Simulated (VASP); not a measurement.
Set up this calculation in VASP 6.6.1, as the native input.

```
Task                   : single point
Functional             : LDA
Potentials or basis    : VASP PAW LDA potentials, release 64 (Mg, O)
Cutoff                 : 600 eV
k mesh                 : 16 × 16 × 16
Occupations            : fermi-dirac, width 0.05 eV
Spin                   : no spin polarisation
Dipole correction      : no
Further INCAR settings : ALGO = Normal; EDIFF = 1e-06; NBANDS = 11
```

The structure of MgO (zincblende type) lies in POSCAR:

```
MgO
1.0
    0.0000000000      2.1647719303      2.1647719303
    2.1647719303      0.0000000000      2.1647719303
    2.1647719303      2.1647719303      0.0000000000
Mg O
1 1
Direct
    0.0000000000      0.0000000000      0.0000000000
    0.2500000000      0.2500000000      0.2500000000
```

This cell differs from its parent crystal: volume scaled by 0.88.

These files were run (other wordings do the same):

INCAR

```
SYSTEM = MgO
ALGO     = Normal         ! electronic algorithm
EDIFF    = 1E-6           ! SCF threshold, eV
ENCUT    = 600            ! plane-wave cutoff, eV
GGA_COMPAT= .False.      
ISIF     = 2              ! what is computed and relaxed
ISMEAR   = -1             ! smearing method
LASPH    = .True.         ! aspherical terms in the spheres
LCHARG   = .False.        ! write CHGCAR
LREAL    = .False.        ! projectors in reciprocal space
LWAVE    = .False.        ! write WAVECAR
NBANDS   = 11             ! bands
NELM     = 120            ! most SCF steps
PREC     = Accurate       ! precision mode
SIGMA    = 0.05           ! smearing width, eV
```

KPOINTS

```
k-points
0
Gamma
  16 16 16
  0 0 0
```

Potentials or basis: VASP PAW LDA potentials, release 64 (Mg, O).

Command:

```sh
$ cat potpaw_LDA.64/Mg/POTCAR potpaw_LDA.64/O/POTCAR > POTCAR
$ mpirun -np 1 vasp_std > vasp.out
```

It gave:

```
Pressure               : 21.0 GPa
Band gap on the k mesh : 4.52 eV, indirect (the least direct gap lies 3.4 meV higher)
```

Wall time 19 s on 1 thread of Intel Xeon 6975P-C (shared host), peak memory 0.16 GiB.
